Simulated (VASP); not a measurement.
# Cd (Pm-3m) in VASP: notebook

Cd is run at these levels: PBEsol; tasks: single point, relaxation of cell and atoms.

All numbers are computed with VASP 6.6.1; they aren't measurements. Logs are shortened: lines on timing, memory, paths and dates and some standing lists are left out, and cuts for length are marked.

## 1. The cell of the first run

The structure is cubic, space group Pm-3m (No. 221). Conventional cell: a = 2.913 Å, b = 2.913 Å, c = 2.913 Å, α = 90.00°, β = 90.00°, γ = 90.00°. Within 3.8 Å of Cd (site symmetry m-3m) lie 6 Cd at 2.91 Å.

This isn't the form of Cd at room conditions, which is hcp.

## 2. Single point, PBEsol

Input file INCAR:

```
ALGO = Normal ; EDIFF = 1E-6
ENCUT = 500 ; GGA = PS
GGA_COMPAT = False ; ISIF = 2
ISMEAR = -1 ; LASPH = True
LCHARG = False ; LREAL = False
LWAVE = False ; NBANDS = 12
NELM = 120 ; PREC = Accurate
SIGMA = 0.05
```

Input file KPOINTS:

```
k-points
0
Gamma
  7 7 7
```

Input file POSCAR:

```
Cd
1.0
    2.9128993253      0.0000000000      0.0000000000
    0.0000000000      2.9128993253      0.0000000000
    0.0000000000      0.0000000000      2.9128993253
Cd
1
Direct
    0.0000000000      0.0000000000      0.0000000000
```

Potentials or basis: VASP PAW PBE potentials, release 64 (Cd).

The run is started by

```console
cat potpaw_PBE.64/Cd/POTCAR > POTCAR
mpirun -np 1 vasp_std > vasp.out
```

OUTCAR:

```text
EDIFF = 1E-6
   ENCUT = 500
   GGA = PS
   ISIF = 2
   ISMEAR = -1
   LASPH = True
   LREAL = False
   NELM = 120
   PREC = Accurate

 ion  position               nearest neighbor table
   1  0.000  0.000  0.000-

  LATTYP: Found a simple cubic cell.
 ALAT       =     2.9128993253

  Lattice vectors:

 A1 = (   2.9128993253,   0.0000000000,   0.0000000000)
 A2 = (   0.0000000000,   2.9128993253,   0.0000000000)
 A3 = (   0.0000000000,   0.0000000000,   2.9128993253)

Analysis of symmetry for initial positions (statically):
=====================================================================
 Subroutine PRICEL returns:
 Original cell was already a primitive cell.

 Routine SETGRP: Setting up the symmetry group for a
 simple cubic supercell.

 Subroutine GETGRP returns: Found 48 space group operations
 (whereof 48 operations were pure point group operations)
 out of a pool of 48 trial point group operations.

The static configuration has the point symmetry O_h .

Analysis of symmetry for dynamics (positions and initial velocities):
=====================================================================
 Subroutine PRICEL returns:
 Original cell was already a primitive cell.

 Routine SETGRP: Setting up the symmetry group for a
 simple cubic supercell.

 Subroutine GETGRP returns: Found 48 space group operations
 (whereof 48 operations were pure point group operations)
 out of a pool of 48 trial point group operations.

The dynamic configuration has the point symmetry O_h .

 Subroutine INISYM returns: Found 48 space group operations
 (whereof 48 operations are pure point group operations),
 and found     1 'primitive' translations

----------------------------------------------------------------------------------------

                                     Primitive cell

  volume of cell :      24.7159

  direct lattice vectors                    reciprocal lattice vectors
     2.912899325  0.000000000  0.000000000     0.343300570  0.000000000  0.000000000
     0.000000000  2.912899325  0.000000000     0.000000000  0.343300570  0.000000000
     0.000000000  0.000000000  2.912899325     0.000000000  0.000000000  0.343300570

  length of vectors
     2.912899325  2.912899325  2.912899325     0.343300570  0.343300570  0.343300570

  position of ions in fractional coordinates (direct lattice)
     0.000000000  0.000000000  0.000000000

  ion indices of the primitive-cell ions
   primitive index   ion index
                 1           1

----------------------------------------------------------------------------------------

 KPOINTS: k-points

Automatic generation of k-mesh.
 Grid dimensions read from file:
 generate k-points for:    7    7    7

 Generating k-lattice:

  Cartesian coordinates                     Fractional coordinates (reciprocal lattice)
     0.049042939  0.000000000  0.000000000     0.142857143  0.000000000  0.000000000
     0.000000000  0.049042939  0.000000000     0.000000000  0.142857143  0.000000000
     0.000000000  0.000000000  0.049042939     0.000000000  0.000000000  0.142857143

  Length of vectors
     0.049042939  0.049042939  0.049042939

  Shift w.r.t. Gamma in fractional coordinates (k-lattice)
     0.000000000  0.000000000  0.000000000

 Subroutine IBZKPT returns following result:
 ===========================================

 Found     20 irreducible k-points:

 Following reciprocal coordinates:
            Coordinates               Weight
  0.000000  0.000000  0.000000      1.000000
  0.142857  0.000000  0.000000      6.000000
  0.285714  0.000000  0.000000      6.000000
  0.428571  0.000000  0.000000      6.000000
  0.142857  0.142857  0.000000     12.000000
  0.285714  0.142857  0.000000     24.000000
[... 12 lines left out ...]
  0.428571  0.428571  0.285714     24.000000
  0.428571  0.428571  0.428571      8.000000
   k-points           NKPTS =     20   k-points in BZ     NKDIM =     20   number of bands    NBANDS=     12
   number of dos      NEDOS =    301   number of ions     NIONS =      1
   total plane-waves  NPLWV =  13824
   dimension x,y,z NGX =    24 NGY =   24 NGZ =   24
   dimension x,y,z NGXF=    48 NGYF=   48 NGZF=   48
   ions per type =               1
   NGX,Y,Z   is equivalent  to a cutoff of  13.70, 13.70, 13.70 a.u.
   NGXF,Y,Z  is equivalent  to a cutoff of  27.39, 27.39, 27.39 a.u.
 SYSTEM =  unknown system
   PREC   = accura    normal or accurate (medium, high low for compatibility)
   ISTART =      0    job   : 0-new  1-cont  2-samecut
   ICHARG =      2    charge: 1-file 2-atom 10-const
   ISPIN  =      1    spin polarized calculation?
   LNONCOLLINEAR =      F non collinear calculations
   LSORBIT =      F    spin-orbit coupling
   LASPH  =      T    aspherical Exc in radial PAW
   ENCUT  =  500.0 eV  36.75 Ry    6.06 a.u.   5.31  5.31  5.31*2*pi/ulx,y,z
   NELM   =    120;   NELMIN=  2; NELMDL= -5     # of ELM steps
   EDIFF  = 0.1E-05   stopping-criterion for ELM
   LREAL  =      F    real-space projection
   EDIFFG = 0.1E-04   stopping-criterion for IOM
   NSW    =      0    number of steps for IOM
   IBRION =     -1    ionic relax: 0-MD 1-quasi-New 2-CG
   NFREE  =      0    steps in history (QN), initial steepest desc. (CG)
   ISIF   =      2    stress and relaxation
   ISYM   =      2    0-nonsym 1-usesym 2-fastsym
   POTIM  = 0.5000    time-step for ionic-motion
   TEBEG  =    0.0;   TEEND  =   0.0 temperature during run
   PSTRESS=    0.0 pullay stress
   NELECT =      12.0000    total number of electrons
   NUPDOWN=      -1.0000    fix difference up-down
   EMIN   =  10.00;   EMAX   =-10.00  energy-range for DOS
   EFERMI =   0.00;   METHOD = LEGACY
   ISMEAR =    -1;   SIGMA  =   0.05  broadening in eV -4-tet -1-fermi 0-gaus
   EFERMI_NEDOS =   21; number of points for ismear=-14 and -15
   IALGO  =     38    algorithm
   IMIX   =      4    mixing-type and parameters
     AMIX     =   0.40;   BMIX     =  1.00
     AMIX_MAG =   1.60;   BMIX_MAG =  1.00
  volume/ion in A,a.u.               =      24.72       166.79
  Fermi-wavevector in a.u.,A,eV,Ry     =   1.286697  2.431506 22.525674  1.655590
  Thomas-Fermi vector in A             =   2.418756
   LORBIT       =      0    0 simple, 1 ext, 2 COOP (PROOUT), +10 PAW based schemes
   GGA     = PS    functional components
   LHFCALC =     F    Hartree Fock is set to
   AEXX    =    0.0000 exact exchange contribution
   IVDW    =     0    specifies the selected vdW correction
   LEPSILON=     F    determine dielectric tensor
   LRPA    =     F    only Hartree local field effects (RPA)
 non-spin polarized calculation
  energy-cutoff  :      500.00
  volume of cell :       24.72
 maximum number of plane-waves:       639
 NGX is ok and might be reduce to    24
   NGX = 11   NGY = 11   NGZ = 11

 number of electron      11.9999994 magnetization

 Free energy of the ion-electron system (eV)
  ---------------------------------------------------
  ext. energy  EPLUGINS =         0.00000000
  ---------------------------------------------------
  free energy    TOTEN  =        -0.98379276 eV

  energy without entropy =       -0.97780112  energy(sigma->0) =       -0.98079694

 E-fermi :   1.5781     XC(G=0): -10.4359

 val. band max:        1.4745929943   @ k =   0.4286   0.4286   0.1429
 cond. band min:       1.6484394322   @ k =   0.4286   0.1429   0.1429
 fundamental gap:      0.1738464379
 Fermi energy:         1.5780761492

 k-point     1 :       0.0000    0.0000    0.0000
  band No.  band energies     occupation
      1      -7.9308      2.00000
      2      -7.9308      2.00000
      3      -6.3627      2.00000
      4      -6.3627      2.00000
      5      -6.3627      2.00000
      6      -6.2118      2.00000
      7      11.9664      0.00000
      8      11.9664      0.00000
      9      11.9664      0.00000
     10      15.6432      0.00000
     11      15.6432      0.00000
     12      16.5182      0.00000

 k-point     2 :       0.1429    0.0000    0.0000
  band No.  band energies     occupation
      1      -7.9057      2.00000
      2      -7.7677      2.00000
      3      -6.4544      2.00000
      4      -6.4544      2.00000
      5      -6.3549      2.00000
      6      -5.8011      2.00000
      7       8.6836      0.00000
      8      12.4695      0.00000
      9      12.4695      0.00000
     10      15.7604      0.00000
     11      16.3079      0.00000
     12      19.8144      0.00000

 k-point     3 :       0.2857    0.0000    0.0000
  band No.  band energies     occupation
      1      -7.8488      2.00000
      2      -7.4634      2.00000
      3      -6.6539      2.00000
      4      -6.6539      2.00000
      5      -6.3374      2.00000
      6      -4.4723      2.00000
      7       4.5270      0.00000
      8      13.8541      0.00000
      9      13.8541      0.00000
     10      16.1017      0.00000
     11      16.7263      0.00000
     12      22.1197      0.00000
[... 226 lines left out ...]
 k-point    19 :       0.4286    0.4286    0.2857
  band No.  band energies     occupation
      1      -7.5162      2.00000
      2      -7.2188      2.00000
      3      -7.2068      2.00000
      4      -6.5731      2.00000
      5      -6.0550      2.00000
      6       2.6002      0.00000
      7       4.9748      0.00000
      8       6.2839      0.00000
      9       9.4242      0.00000
     10      12.1520      0.00000
     11      14.5377      0.00000
     12      14.5780      0.00000

 k-point    20 :       0.4286    0.4286    0.4286
  band No.  band energies     occupation
      1      -7.4656      2.00000
      2      -7.4378      2.00000
      3      -7.4378      2.00000
      4      -6.0414      2.00000
      5      -6.0414      2.00000
      6       4.3580      0.00000
      7       6.4605      0.00000
      8       6.4605      0.00000
      9       9.4176      0.00000
     10      11.1779      0.00000
     11      12.0493      0.00000
     12      12.0493      0.00000

------------------------ aborting loop because EDIFF is reached ----------------------------------------

  FORCE on cell =-STRESS in cart. coord.  units (eV):
  Direction    XX          YY          ZZ          XY          YZ          ZX
  --------------------------------------------------------------------------------------
  -------------------------------------------------------------------------------------
  Total        0.0441665      0.0441665      0.0441665      0.0000000      0.0000000     -0.0000000
  in kB        2.8630366      2.8630366      2.8630366      0.0000000      0.0000000     -0.0000000
  external PRESSURE =       2.8630366 kB  Pullay stress =       0.0000000 kB

 VOLUME and BASIS-vectors are now :
 -----------------------------------------------------------------------------
  energy-cutoff  :      500.00
  volume of cell :       24.72
      direct lattice vectors                 reciprocal lattice vectors
     2.912899325  0.000000000  0.000000000     0.343300570  0.000000000  0.000000000
     0.000000000  2.912899325  0.000000000     0.000000000  0.343300570  0.000000000
     0.000000000  0.000000000  2.912899325     0.000000000  0.000000000  0.343300570

 POSITION                                       TOTAL-FORCE (eV/Angst)
 -----------------------------------------------------------------------------------
      0.00000      0.00000      0.00000         0.000000      0.000000      0.000000
 -----------------------------------------------------------------------------------
    total drift:                                0.000000      0.000000      0.000000

  FREE ENERGIE OF THE ION-ELECTRON SYSTEM (eV)
  ---------------------------------------------------
  free  energy   TOTEN  =        -0.9837927630 eV

  energy  without entropy=       -0.9778011219  energy(sigma->0) =       -0.98079694
```

Wall time 3.9 s (1 thread of Intel Xeon Platinum 8259CL at 2.50GHz (Skylake/Cascade Lake), shared host); peak memory 0.13 GiB.

Results:

```yaml
Free_energy: -0.9838 eV
Pressure: 0.3 GPa
Band_gap_on_the_k_mesh: zero (bands 6 and 7 overlap by 3.51 eV)
```

Levels at points of the mesh, in eV from the Fermi level:
```tsv
k point	band 2	band 3	band 4	band 5	band 6	band 7	band 8	band 9	band 10	band 11
(0.00, 0.00, 0.00)	-9.51	-7.94	-7.94	-7.94	-7.79	10.39	10.39	10.39	14.07	14.07
```

Caveat: the PAW data sets were made with another functional, which shifts forces and pressure a little.

## 3. Single point, PBEsol

This run uses another cell than the first one, of 24.35 Å³/atom.

Input file INCAR:

```
SYSTEM = Cd
PREC = Accurate ; ENCUT = 500
EDIFF = 1E-6 ; ISMEAR = -1
SIGMA = 0.05 ; LREAL = .False.
LASPH = .True. ; NELM = 120
ALGO = Normal ; ISIF = 2
LWAVE = .False. ; LCHARG = .True.
GGA = PS ; LELF = .True.
LVHAR = .True. ; NBANDS = 12
GGA_COMPAT = .False.
```

Input file KPOINTS:

```
regular mesh
0
Gamma
  7 7 7
  0 0 0
```

Input file POSCAR:

```
Cd
1.0
    2.8982613932      0.0000000000      0.0000000000
    0.0000000000      2.8982613932      0.0000000000
    0.0000000000      0.0000000000      2.8982613932
Cd
1
Direct
    0.0000000000      0.0000000000      0.0000000000
```

Potentials or basis: VASP PAW PBE potentials, release 64 (Cd).

The run is started by

```console
cat potpaw_PBE.64/Cd/POTCAR > POTCAR
mpirun -np 1 vasp_std > vasp.out
```

It took 4.3 s on 1 thread of Intel Xeon Platinum 8259CL at 2.50GHz (Skylake/Cascade Lake), shared host; peak memory 0.14 GiB.

It converged, with:

| Property | Result |
| --- | --- |
| Free energy | -0.9824 eV |
| Pressure | 0.9 GPa |
| Band gap on the k mesh | zero (bands 6 and 7 overlap by 3.56 eV) |

Levels at points of the mesh, in eV from the Fermi level:
```
           k point  band 3  band 4  band 5  band 6  band 7  band 8  band 9  band 10
(0.00, 0.00, 0.00)   -7.95   -7.95   -7.95   -7.89   10.48   10.48   10.48    14.20
```

Caveat: the PAW data sets were made with another functional, which shifts forces and pressure a little.

## 4. Single point, PBEsol

Input file INCAR:

```
SYSTEM = Cd
PREC = Accurate
ENCUT = 500
EDIFF = 1E-6
ISMEAR = -1
SIGMA = 0.05
LREAL = .False.
LASPH = .True.
NELM = 120
ALGO = Normal
ISIF = 2
LWAVE = .False.
LCHARG = .False.
GGA = PS
NBANDS = 12
GGA_COMPAT = .False.
```

Input file KPOINTS:

```
Automatic mesh
0
Gamma
  7 7 7
  0 0 0
```

Input file POSCAR:

```
Cd
1.0
    2.9128993253      0.0000000000      0.0000000000
    0.0000000000      2.9128993253      0.0000000000
    0.0000000000      0.0000000000      2.9128993253
Cd
1
Direct
    0.0000000000      0.0000000000      0.0000000000
```

Potentials or basis: VASP PAW PBE potentials, release 64 (Cd).

The run is started by

```console
cat potpaw_PBE.64/Cd/POTCAR > POTCAR
mpirun -np 1 vasp_std > vasp.out
```

OUTCAR:

```text
SYSTEM = Cd
   PREC = Accurate
   ENCUT = 500
   EDIFF = 1E-6
   ISMEAR = -1
   LREAL = .False.
   LASPH = .True.
   NELM = 120
   ISIF = 2
   GGA = PS

 ion  position               nearest neighbor table
   1  0.000  0.000  0.000-

  LATTYP: Found a simple cubic cell.
 ALAT       =     2.9128993253

  Lattice vectors:

 A1 = (   2.9128993253,   0.0000000000,   0.0000000000)
 A2 = (   0.0000000000,   2.9128993253,   0.0000000000)
 A3 = (   0.0000000000,   0.0000000000,   2.9128993253)
[... 471 lines left out ...]
     10      11.1779      0.00000
     11      12.0493      0.00000
     12      12.0493      0.00000

------------------------ aborting loop because EDIFF is reached ----------------------------------------

  FORCE on cell =-STRESS in cart. coord.  units (eV):
  Direction    XX          YY          ZZ          XY          YZ          ZX
  --------------------------------------------------------------------------------------
  -------------------------------------------------------------------------------------
  Total        0.0441665      0.0441665      0.0441665      0.0000000      0.0000000     -0.0000000
  in kB        2.8630366      2.8630366      2.8630366      0.0000000      0.0000000     -0.0000000
  external PRESSURE =       2.8630366 kB  Pullay stress =       0.0000000 kB

 VOLUME and BASIS-vectors are now :
 -----------------------------------------------------------------------------
  energy-cutoff  :      500.00
  volume of cell :       24.72
      direct lattice vectors                 reciprocal lattice vectors
     2.912899325  0.000000000  0.000000000     0.343300570  0.000000000  0.000000000
     0.000000000  2.912899325  0.000000000     0.000000000  0.343300570  0.000000000
     0.000000000  0.000000000  2.912899325     0.000000000  0.000000000  0.343300570

 POSITION                                       TOTAL-FORCE (eV/Angst)
 -----------------------------------------------------------------------------------
      0.00000      0.00000      0.00000         0.000000      0.000000      0.000000
 -----------------------------------------------------------------------------------
    total drift:                                0.000000      0.000000      0.000000

  FREE ENERGIE OF THE ION-ELECTRON SYSTEM (eV)
  ---------------------------------------------------
  free  energy   TOTEN  =        -0.9837927630 eV

  energy  without entropy=       -0.9778011219  energy(sigma->0) =       -0.98079694
```

OSZICAR:

```text
N       E                     dE             d eps       ncg     rms          rms(c)
DAV:   1     0.720857988517E+02    0.72086E+02   -0.67297E+03   496   0.954E+02
DAV:   2     0.328647852304E+00   -0.71757E+02   -0.69039E+02   524   0.233E+02
DAV:   3    -0.105684931147E+01   -0.13855E+01   -0.13849E+01   560   0.374E+01
DAV:   4    -0.105867168532E+01   -0.18224E-02   -0.18223E-02   520   0.135E+00
DAV:   5    -0.105867703019E+01   -0.53449E-05   -0.53448E-05   568   0.685E-02    0.238E+00
DAV:   6    -0.990047584514E+00    0.68629E-01   -0.18323E-01   556   0.516E+00    0.196E+00
DAV:   7    -0.984792487358E+00    0.52551E-02   -0.11195E-02   572   0.100E+00    0.110E+00
DAV:   8    -0.983778312992E+00    0.10142E-02   -0.13461E-03   504   0.453E-01    0.449E-02
DAV:   9    -0.983787987619E+00   -0.96746E-05   -0.62795E-06   532   0.173E-02    0.150E-02
DAV:  10    -0.983792806992E+00   -0.48194E-05   -0.37466E-06   520   0.225E-02    0.173E-03
DAV:  11    -0.983792762977E+00    0.44015E-07   -0.14594E-08   248   0.126E-03
   1 F= -.98379276E+00 E0= -.98079694E+00  d E =-.599164E-02
```

stdout:

```text
POSCAR found type information on POSCAR Cd
 POSCAR found :  1 types and       1 ions
 scaLAPACK will be used
 -----------------------------------------------------------------------------
|                                                                             |
|                                                                             |
|     You enforced a specific xc type in the INCAR file but a different       |
|     I HOPE YOU KNOW WHAT YOU ARE DOING!                                     |
|                                                                             |
 -----------------------------------------------------------------------------

 LDA part: xc-table for (Slater+PW92), standard interpolation
 POSCAR, INCAR and KPOINTS ok, starting setup
 FFT: planning ... GRIDC
 FFT: planning ... GRID_SOFT
 FFT: planning ... GRID
 WAVECAR not read
 entering main loop
```

Wall time 3.7 s (1 thread of Intel Xeon Platinum 8259CL at 2.50GHz (Skylake/Cascade Lake), shared host); peak memory 0.13 GiB.

Results:

* Free energy: -0.9838 eV
* Pressure: 0.3 GPa
* Band gap on the k mesh: zero (bands 6 and 7 overlap by 3.51 eV)

Caveat: the PAW data sets were made with another functional, which shifts forces and pressure a little.

(Part 1 of 2 ends here.)
